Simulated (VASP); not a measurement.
# SiC (e600) (F-43m) in VASP: a series of runs, part 2 of 2

VASP 6.6.1.

### 3 Single point, PBEsol

File INCAR:

```
SYSTEM = SiC
PREC = Accurate
ENCUT = 600
EDIFF = 1E-6
ISMEAR = 0
SIGMA = 0.01
LREAL = .False.
LASPH = .True.
NELM = 120
ALGO = Normal
ISIF = 2
LWAVE = .False.
LCHARG = .False.
GGA = PS
NBANDS = 11
GGA_COMPAT = .False.
```

File KPOINTS:

```
regular mesh
0
Gamma
  10 10 10
  0 0 0
```

File POSCAR:

```
SiC
1.0
    0.0000000000      2.1783829256      2.1783829256
    2.1783829256      0.0000000000      2.1783829256
    2.1783829256      2.1783829256      0.0000000000
Si C
1 1
Direct
    0.0000000000      0.0000000000      0.0000000000
    0.2500000000      0.2500000000      0.2500000000
```

Potentials or basis: VASP PAW PBE potentials, release 64 (Si, C).

Launch:

```bash
> cat potpaw_PBE.64/Si/POTCAR potpaw_PBE.64/C/POTCAR > POTCAR
> mpirun -np 1 vasp_std > vasp.out
```

OUTCAR:

```text
SYSTEM = SiC
   PREC = Accurate
   ENCUT = 600
   EDIFF = 1E-6
   ISMEAR = 0
   LREAL = .False.
   LASPH = .True.
   NELM = 120
   ISIF = 2
   GGA = PS

 ion  position               nearest neighbor table
   1  0.000  0.000  0.000-   2 1.89   2 1.89   2 1.89   2 1.89
   2  0.250  0.250  0.250-   1 1.89   1 1.89   1 1.89   1 1.89

  LATTYP: Found a face centered cubic cell.
 ALAT       =     4.3567658512

  Lattice vectors:

 A1 = (   0.0000000000,   2.1783829256,   2.1783829256)
 A2 = (   2.1783829256,   0.0000000000,   2.1783829256)
 A3 = (   2.1783829256,   2.1783829256,   0.0000000000)

Analysis of symmetry for initial positions (statically):
=====================================================================
 Subroutine PRICEL returns:
 Original cell was already a primitive cell.

 Routine SETGRP: Setting up the symmetry group for a
 face centered cubic supercell.

 Subroutine GETGRP returns: Found 24 space group operations
 (whereof 24 operations were pure point group operations)
 out of a pool of 48 trial point group operations.

The static configuration has the point symmetry T_d .

Analysis of symmetry for dynamics (positions and initial velocities):
=====================================================================
 Subroutine PRICEL returns:
 Original cell was already a primitive cell.

 Routine SETGRP: Setting up the symmetry group for a
 face centered cubic supercell.

 Subroutine GETGRP returns: Found 24 space group operations
 (whereof 24 operations were pure point group operations)
 out of a pool of 48 trial point group operations.

The dynamic configuration has the point symmetry T_d .

 Subroutine INISYM returns: Found 24 space group operations
 (whereof 24 operations are pure point group operations),
 and found     1 'primitive' translations

----------------------------------------------------------------------------------------

                                     Primitive cell

  volume of cell :      20.6744

[... 112 lines left out ...]
   LORBIT       =      0    0 simple, 1 ext, 2 COOP (PROOUT), +10 PAW based schemes
   GGA     = PS    functional components
   LHFCALC =     F    Hartree Fock is set to
   AEXX    =    0.0000 exact exchange contribution
   IVDW    =     0    specifies the selected vdW correction
   LEPSILON=     F    determine dielectric tensor
   LRPA    =     F    only Hartree local field effects (RPA)
 non-spin polarized calculation
 Gauss-broadening in eV      SIGMA  =   0.01
  energy-cutoff  :      600.00
  volume of cell :       20.67
 maximum number of plane-waves:       701
 NGX is ok and might be reduce to    28
   NGX = 13   NGY = 13   NGZ = 13

 number of electron       8.0000000 magnetization

 Free energy of the ion-electron system (eV)
  ---------------------------------------------------
  ext. energy  EPLUGINS =         0.00000000
  ---------------------------------------------------
  free energy    TOTEN  =       -15.91608683 eV

  energy without entropy =      -15.91608683  energy(sigma->0) =      -15.91608683

 E-fermi :   8.1890     XC(G=0): -11.5085

 val. band max:        8.0654615327   @ k =   0.0000   0.0000   0.0000
 cond. band min:       9.2988891165   @ k =   0.5000   0.5000   0.0000
 fundamental gap:      1.2334275838
 Fermi energy:         8.1890124146

 k-point     1 :       0.0000    0.0000    0.0000
  band No.  band energies     occupation
      1      -7.3653      2.00000
      2       8.0655      2.00000
      3       8.0655      2.00000
      4       8.0655      2.00000
      5      14.2622      0.00000
      6      15.3144      0.00000
      7      15.3144      0.00000
      8      15.3144      0.00000
      9      22.5275      0.00000
     10      22.5275      0.00000
     11      24.3415      0.00000
[... 309 lines left out ...]
 k-point    24 :       0.4000    0.3000    0.0000
  band No.  band energies     occupation
      1      -4.2034      2.00000
      2       2.4784      2.00000
      3       4.8799      2.00000
      4       5.4180      2.00000
      5      10.8229      0.00000
      6      13.5812      0.00000
      7      19.6276      0.00000
      8      19.9363      0.00000
      9      21.7524      0.00000
     10      26.0876      0.00000
     11      29.2473      0.00000

 [... further k-points ...]
[... 5 lines left out ...]
  --------------------------------------------------------------------------------------
  -------------------------------------------------------------------------------------
  Total        0.0298920      0.0298920      0.0298920      0.0000000      0.0000000      0.0000000
  in kB        2.3165037      2.3165037      2.3165037      0.0000000      0.0000000      0.0000000
  external PRESSURE =       2.3165037 kB  Pullay stress =       0.0000000 kB

 VOLUME and BASIS-vectors are now :
 -----------------------------------------------------------------------------
  energy-cutoff  :      600.00
  volume of cell :       20.67
      direct lattice vectors                 reciprocal lattice vectors
     0.000000000  2.178382926  2.178382926    -0.229528057  0.229528057  0.229528057
     2.178382926  0.000000000  2.178382926     0.229528057 -0.229528057  0.229528057
     2.178382926  2.178382926  0.000000000     0.229528057  0.229528057 -0.229528057

 POSITION                                       TOTAL-FORCE (eV/Angst)
 -----------------------------------------------------------------------------------
      0.00000      0.00000      0.00000        -0.000000      0.000000      0.000000
      1.08919      1.08919      1.08919         0.000000     -0.000000     -0.000000
 -----------------------------------------------------------------------------------
    total drift:                               -0.000000     -0.000000     -0.000000

  FREE ENERGIE OF THE ION-ELECTRON SYSTEM (eV)
  ---------------------------------------------------
  free  energy   TOTEN  =       -15.9160868319 eV

  energy  without entropy=      -15.9160868319  energy(sigma->0) =      -15.91608683
```

OSZICAR:

```text
N       E                     dE             d eps       ncg     rms          rms(c)
DAV:   1     0.265518582769E+01    0.26552E+01   -0.42822E+03  1090   0.693E+02
DAV:   2    -0.170584975894E+02   -0.19714E+02   -0.18465E+02  1346   0.111E+02
DAV:   3    -0.177127109370E+02   -0.65421E+00   -0.65266E+00  1273   0.162E+01
DAV:   4    -0.177152393318E+02   -0.25284E-02   -0.25283E-02  1208   0.126E+00
DAV:   5    -0.177152500724E+02   -0.10741E-04   -0.10741E-04  1250   0.777E-02    0.874E+00
DAV:   6    -0.159959682134E+02    0.17193E+01   -0.60402E+00  1160   0.109E+01    0.392E+00
DAV:   7    -0.159307514923E+02    0.65217E-01   -0.37368E-01  1223   0.345E+00    0.176E+00
DAV:   8    -0.159162693552E+02    0.14482E-01   -0.21061E-02  1190   0.926E-01    0.164E-01
DAV:   9    -0.159160413798E+02    0.22798E-03   -0.17498E-03  1263   0.221E-01    0.110E-01
DAV:  10    -0.159160864089E+02   -0.45029E-04   -0.12514E-04  1196   0.708E-02    0.256E-02
DAV:  11    -0.159160865574E+02   -0.14850E-06   -0.12453E-05  1244   0.194E-02    0.591E-03
DAV:  12    -0.159160868319E+02   -0.27452E-06   -0.69805E-07   709   0.521E-03
   1 F= -.15916087E+02 E0= -.15916087E+02  d E =-.859203E-71
```

It took 19 s on 1 thread of Intel Xeon 8259CL, shared host; peak memory 0.15 GiB.

What came out:

| Property | Result |
| --- | --- |
| Free energy | -15.9161 eV |
| Pressure | 0.2 GPa |
| Band gap on the k mesh | 1.23 eV, indirect (least direct gap 4.44 eV) |

Levels at points of the mesh, in eV from the valence-band top:
```csv
k point,band 1,band 2,band 3,band 4,band 5,band 6,band 7,band 8
"(0.00, 0.00, 0.00)",-15.43,0.00,0.00,0.00,6.20,7.25,7.25,7.25
"(0.50, 0.00, 0.00)",-11.82,-8.60,-1.06,-1.06,5.38,7.14,7.14,9.92
"(0.50, 0.50, 0.00)",-10.36,-7.84,-3.21,-3.21,1.23,4.20,13.96,13.96
```

Caveat: the PAW data sets were made with another functional, which shifts forces and pressure a little. A k mesh can miss the band edges.
